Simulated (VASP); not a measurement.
Here is a VASP 6.6.1 calculation.

Contents of INCAR:

```
PREC     = Accurate       # precision mode
ENCUT    = 520            # plane-wave cutoff, eV
EDIFF    = 1E-8           # SCF threshold, eV
ISMEAR   = -1             # smearing method
SIGMA    = 0.03           # smearing width, eV
LREAL    = False          # projectors in reciprocal space
LASPH    = True           # aspherical terms in the spheres
NELM     = 100            # most SCF steps
ALGO     = Normal         # electronic algorithm
ISIF     = 2              # what is computed and relaxed
LWAVE    = False          # write WAVECAR
LCHARG   = False          # write CHGCAR
GGA      = PE             # functional
LEFG     = True         
NBANDS   = 18             # bands
```

Contents of KPOINTS:

```
Automatic mesh
0
Gamma
  14 14 8
```

Contents of POSCAR:

```
Au
1.0
    2.8999984104      0.0000000000      0.0000000000
   -1.4499992052      2.5114722944      0.0000000000
    0.0000000000      0.0000000000      5.0264000000
Au
2
Direct
    0.3333333333      0.6666666667      0.7500000000
    0.6666666667      0.3333333333      0.2500000000
```

Potentials or basis: VASP PAW PBE potentials, release 64 (Au).

The run is started by

```bash
$ cat potpaw_PBE.64/Au/POTCAR > POTCAR
$ mpirun -np 1 vasp_std > vasp.out
```

(1) Predict the band gap on the k mesh.

(2) What does it give for the pressure?

Answers

(1) zero (band 11 reaches 12.09 eV, above the bottom of band 12 at 5.81 eV).

(2) -1.9 GPa.

Caveat: the cell differs from its parent crystal (zz strain of +3 %); without QUAD_EFG the Cq values of the log hold for a quadrupole moment of 1 mb, not for the nuclei; spin-orbit coupling is left out, which moves the levels of the heavy elements.
